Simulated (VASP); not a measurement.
# TiO2 (P4_2/mnm) in VASP: notebook, part 2 of 2

VASP 6.6.1. The steps go on from the part before.

### 5 Single point, PBE+U (biaxial strain in the a-b plane: +1.5 %)

INCAR

```
SYSTEM = TiO2
ALGO = Normal
EDIFF = 1E-7
ENCUT = 520
GGA = PE
ISIF = 2
ISMEAR = 0
LASPH = .TRUE.
LCHARG = .FALSE.
LDAU = .TRUE.
LDAUJ = 0 0
LDAUL = 2 -1
LDAUPRINT = 1
LDAUTYPE = 2
LDAUU = 4 0
LMAXMIX = 4
LREAL = .FALSE.
LWAVE = .FALSE.
NBANDS = 33
NELM = 150
PREC = Accurate
SIGMA = 0.02
```

KPOINTS

```
k-points
0
G
  6 6 10
  0 0 0
```

POSCAR

```
TiO2
1.0
    4.7099552598      0.0000000000      0.0000000000
    0.0000000000      4.7099552598      0.0000000000
    0.0000000000      0.0000000000      2.9790576858
Ti O
2 4
Direct
    0.5000000000      0.5000000000      0.0000000000
    0.0000000000      0.0000000000      0.5000000000
    0.6943530392      0.6943530392      0.5000000000
    0.8056469608      0.1943530392      0.0000000000
    0.1943530392      0.8056469608      0.0000000000
    0.3056469608      0.3056469608      0.5000000000
```

Potentials or basis: VASP PAW PBE potentials, release 64 (Ti_sv, O).

Run with:

```
$ cat potpaw_PBE.64/Ti_sv/POTCAR potpaw_PBE.64/O/POTCAR > POTCAR
$ mpirun -np 1 vasp_std > vasp.out
```

OUTCAR:

```text
SYSTEM = TiO2
   EDIFF = 1E-7
   ENCUT = 520
   GGA = PE
   ISIF = 2
   ISMEAR = 0
   LASPH = .TRUE.
   LREAL = .FALSE.
   NELM = 150
   PREC = Accurate

 ion  position               nearest neighbor table
   1  0.500  0.500  0.000-   3 1.97   6 1.97   3 1.97   6 1.97   5 2.04   4 2.04
   2  0.000  0.000  0.500-   4 1.97   5 1.97   4 1.97   5 1.97   3 2.04   6 2.04
   3  0.694  0.694  0.500-   1 1.97   1 1.97   2 2.04
   4  0.806  0.194  0.000-   2 1.97   2 1.97   1 2.04
   5  0.194  0.806  0.000-   2 1.97   2 1.97   1 2.04
[... 1145 lines left out ...]
  -------------------------------------------------------------------------------------
  Total       -0.6470904     -0.6470904      1.6975544      0.0000000      0.0000000      0.0000000
  in kB      -15.6878369    -15.6878369     41.1549238      0.0000000      0.0000000      0.0000000
  external PRESSURE =       3.2597500 kB  Pullay stress =       0.0000000 kB

 VOLUME and BASIS-vectors are now :
 -----------------------------------------------------------------------------
  energy-cutoff  :      520.00
  volume of cell :       66.09
      direct lattice vectors                 reciprocal lattice vectors
     4.709955260  0.000000000  0.000000000     0.212316242  0.000000000  0.000000000
     0.000000000  4.709955260  0.000000000     0.000000000  0.212316242  0.000000000
     0.000000000  0.000000000  2.979057686     0.000000000  0.000000000  0.335676615

 POSITION                                       TOTAL-FORCE (eV/Angst)
 -----------------------------------------------------------------------------------
      2.35498      2.35498      0.00000         0.000000      0.000000      0.000000
      0.00000      0.00000      1.48953         0.000000      0.000000      0.000000
      3.27037      3.27037      1.48953         0.049205      0.049205      0.000000
      3.79456      0.91539      0.00000        -0.049205      0.049205      0.000000
      0.91539      3.79456      0.00000         0.049205     -0.049205      0.000000
      1.43958      1.43958      1.48953        -0.049205     -0.049205     -0.000000
 -----------------------------------------------------------------------------------
    total drift:                                0.000000      0.000000     -0.000000

  FREE ENERGIE OF THE ION-ELECTRON SYSTEM (eV)
  ---------------------------------------------------
  free  energy   TOTEN  =       -48.4464010522 eV

  energy  without entropy=      -48.4464010522  energy(sigma->0) =      -48.44640105
```

OSZICAR:

```text
N       E                     dE             d eps       ncg     rms          rms(c)
DAV:   1     0.667879598462E+03    0.66788E+03   -0.24356E+04  3960   0.172E+03
DAV:   2     0.330273823653E+02   -0.63485E+03   -0.58940E+03  4362   0.517E+02
DAV:   3    -0.621213706066E+02   -0.95149E+02   -0.93701E+02  5464   0.190E+02
DAV:   4    -0.679055332892E+02   -0.57842E+01   -0.57717E+01  5958   0.442E+01
DAV:   5    -0.681600705115E+02   -0.25454E+00   -0.25451E+00  5230   0.692E+00    0.305E+01
DAV:   6    -0.481746419439E+02    0.19985E+02   -0.82814E+01  5350   0.880E+01    0.934E+00
DAV:   7    -0.485564454227E+02   -0.38180E+00   -0.11490E+01  5120   0.245E+01    0.729E+00
DAV:   8    -0.484185203273E+02    0.13793E+00   -0.59508E-01  5517   0.687E+00    0.446E+00
DAV:   9    -0.484529767765E+02   -0.34456E-01   -0.54131E-01  5022   0.597E+00    0.126E+00
DAV:  10    -0.484515264912E+02    0.14503E-02   -0.72262E-02  5412   0.237E+00    0.717E-01
DAV:  11    -0.484465859235E+02    0.49406E-02   -0.20028E-02  4808   0.166E+00    0.106E-01
DAV:  12    -0.484464670726E+02    0.11885E-03   -0.23261E-03  5459   0.449E-01    0.896E-02
DAV:  13    -0.484464102430E+02    0.56830E-04   -0.49936E-04  5184   0.180E-01    0.291E-02
DAV:  14    -0.484464027616E+02    0.74814E-05   -0.71438E-05  5023   0.856E-02    0.197E-02
DAV:  15    -0.484464012686E+02    0.14931E-05   -0.16987E-05  4769   0.442E-02    0.343E-03
DAV:  16    -0.484464009652E+02    0.30335E-06   -0.15451E-06  5180   0.137E-02    0.123E-03
DAV:  17    -0.484464010522E+02   -0.86941E-07   -0.69087E-08  2907   0.266E-03
   1 F= -.48446401E+02 E0= -.48446401E+02  d E =-.914061E-51
```

stdout:

```text
POSCAR found type information on POSCAR TiO
 POSCAR found :  2 types and       6 ions
 scaLAPACK will be used
 LDA part: xc-table for (Slater+PW92), standard interpolation
 POSCAR, INCAR and KPOINTS ok, starting setup
 FFT: planning ... GRIDC
 FFT: planning ... GRID_SOFT
 FFT: planning ... GRID
 WAVECAR not read
 entering main loop
```

It took 58 s on 1 thread of AMD EPYC 9R45 (Zen 5), shared host; peak memory 0.21 GiB.

What came out:

| Quantity | Value |
| --- | --- |
| Free energy | -48.4464 eV |
| Pressure | 0.3 GPa |
| Largest force | 0.070 eV/Å |
| Band gap on the k mesh | 2.27 eV (least direct gap 2.28 eV) |

Forces on the atoms (eV/Å):
```
Ti   0.000  0.000  0.000
Ti   0.000  0.000  0.000
O    0.049  0.049  0.000
O   -0.049  0.049  0.000
O    0.049 -0.049  0.000
O   -0.049 -0.049  0.000
```

Eigenvalues of the final occupation matrices:
```csv
site,spin,trace,eigenvalues
site 1 d,1,0.77,0.08 0.10 0.10 0.23 0.27
site 1 d,2,0.77,0.08 0.10 0.10 0.23 0.27
site 2 d,1,0.77,0.08 0.10 0.10 0.23 0.27
site 2 d,2,0.77,0.08 0.10 0.10 0.23 0.27
```

Caveat: the cell differs from its parent crystal (biaxial strain in the a-b plane: +1.5 %); the stress differs along the axes, from -2 to 4 GPa. A k mesh can miss the band edges.

### 6 Single point, PBE+U (biaxial strain in the a-b plane: +3.0 %, then relaxed in part)

INCAR

```
PREC = Accurate ; ENCUT = 520
EDIFF = 1E-7 ; ISMEAR = 0
SIGMA = 0.02 ; LREAL = False
LASPH = True ; NELM = 150
ALGO = Normal ; ISIF = 2
LWAVE = False ; LCHARG = False
LMAXMIX = 4 ; LDAU = True
LDAUTYPE = 2 ; LDAUL = 2 -1
LDAUU = 4 0 ; LDAUJ = 0 0
LDAUPRINT = 1 ; GGA = PE
NBANDS = 33
```

KPOINTS

```
regular mesh
0
Gamma
  6 6 10
```

POSCAR

```
TiO2
1.0
    4.7795605100      0.0000000000      0.0000000000
    0.0000000000      4.7795605100      0.0000000000
    0.0000000000      0.0000000000      2.9562467651
Ti O
2 4
Direct
    0.5000000000      0.5000000000      0.0000000000
    0.0000000000      0.0000000000      0.5000000000
    0.6921752095      0.6921752095      0.5000000000
    0.8078247905      0.1921752095      0.0000000000
    0.1921752095      0.8078247905      0.0000000000
    0.3078247905      0.3078247905      0.5000000000
```

Potentials or basis: VASP PAW PBE potentials, release 64 (Ti_sv, O).

Run with:

```
$ cat potpaw_PBE.64/Ti_sv/POTCAR potpaw_PBE.64/O/POTCAR > POTCAR
$ mpirun -np 1 vasp_std > vasp.out
```

Wall time 60 s (1 thread of AMD EPYC 9R45 (Zen 5), shared host); peak memory 0.21 GiB.

The run converged. Its results:

```
Free energy            : -48.3812 eV
Pressure               : -2.3 GPa
Largest force          : 0.224 eV/Å
Band gap on the k mesh : 2.33 eV (least direct gap 2.35 eV)
```

Forces in eV/Å, atoms in the order of the input:
```
Ti   0.000  0.000  0.000
Ti   0.000  0.000  0.000
O    0.158  0.158  0.000
O   -0.158  0.158  0.000
O    0.158 -0.158  0.000
O   -0.158 -0.158  0.000
```

Stress tensor (GPa, compression positive):
```
-5.61  0.00  0.00
 0.00 -5.61  0.00
 0.00  0.00  4.46
```

Levels at points of the mesh, in eV from the valence-band top:
```tsv
k point	band 20	band 21	band 22	band 23	band 24	band 25	band 26	band 27	band 28	band 29
(0.00, 0.00, 0.00)	-1.68	-0.60	-0.41	-0.41	0.00	2.35	2.54	3.02	3.02	3.05
(0.50, 0.00, 0.00)	-2.77	-1.30	-1.30	-0.65	-0.65	2.92	2.92	3.39	3.39	3.95
(0.50, 0.50, 0.00)	-1.84	-1.12	-1.12	-0.99	-0.99	2.33	2.33	3.03	3.03	4.15
(0.00, 0.00, 0.50)	-2.73	-1.81	-1.81	-1.37	-1.37	3.23	3.23	3.76	3.76	3.88
(0.50, 0.00, 0.50)	-2.30	-1.81	-1.81	-0.87	-0.87	2.42	2.42	3.78	3.78	4.07
(0.50, 0.50, 0.50)	-2.71	-0.96	-0.96	-0.71	-0.71	2.96	2.96	3.54	3.54	3.83
```

Eigenvalues of the final occupation matrices:
```csv
site,spin,trace,eigenvalues
site 1 d,1,0.77,0.08 0.09 0.10 0.22 0.27
site 1 d,2,0.77,0.08 0.09 0.10 0.22 0.27
site 2 d,1,0.77,0.08 0.09 0.10 0.22 0.27
site 2 d,2,0.77,0.08 0.09 0.10 0.22 0.27
```

Caveat: the cell differs from its parent crystal (biaxial strain in the a-b plane: +3.0 %, then relaxed in part); the stress differs along the axes, from -6 to 4 GPa. A k mesh can miss the band edges.

### 7 Overview

| cell | gap on the mesh (eV) | pressure (GPa) | largest force (eV/Å) |
| --- | --- | --- | --- |
| a = 4.780, b = 4.780, c = 3.096 Å, 6 atoms, atomic positions A | 2.19 | -12.3 | 0.17 |
| a = 4.849, b = 4.849, c = 3.141 Å, 6 atoms, atomic positions B | 2.12 | -18.0 | 0.18 |
| a = 4.588, b = 4.588, c = 3.141 Å, 6 atoms, atomic positions C | 2.23 | -2.6 | 0.04 |
| a = 4.710, b = 4.710, c = 2.979 Å, 6 atoms, atomic positions D | 2.27 | 0.3 | 0.07 |
| a = 4.780, b = 4.780, c = 2.956 Å, 6 atoms, atomic positions E | 2.33 | -2.3 | 0.22 |

Alike in all rows: task single point; level PBE+U; potentials or basis VASP PAW PBE potentials, release 64 (Ti_sv, O); no spin polarisation; Ti d U = 4.0 eV; k mesh 6 × 6 × 10; cutoff (eV) 520; smearing gaussian 0.02 eV.

Caveats: the cell stands under tension (at least some runs); the stress differs along the axes, from -23 to -15 GPa (at least some runs); the stress differs along the axes, from -12 to 2 GPa (at least some runs); the stress differs along the axes, from -2 to 4 GPa (at least some runs); the stress differs along the axes, from -6 to 4 GPa (at least some runs).

Absolute energies hang on the potentials; compare differences alone.
